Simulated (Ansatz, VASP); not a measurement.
# TiC: VASP beside Ansatz

```
CELL_PARAMETERS angstrom
0.00000 2.36413 2.36413
2.36413 0.00000 2.36413
2.36413 2.36413 0.00000
ATOMIC_POSITIONS crystal
Ti 0.00000 0.00000 0.00000
C 0.25000 0.25000 0.25000
```

Alike in both runs: task electric field gradients; functional r2SCAN; k mesh 15 × 15 × 15; occupations fermi-dirac, width 0.05 eV; no spin polarisation.

```csv
,VASP,Ansatz
version,VASP 6.6.1,Ansatz 0.2.0
potentials or method,"VASP PAW PBE potentials, release 64 (Ti_sv, C)","PAW with Ansatz's default frozen-core files, scalar-relativistic"
plane-wave cutoff (eV),520,500
valence electrons in the cell,16,16
```

```csv
,VASP,Ansatz,Ansatz less VASP
pressure (GPa),-0.6,-1.1,-0.51
```

VASP's potentials were made for PBE, not for r2SCAN. The functional is the same, so the differences come from potentials, cutoffs and numerics.
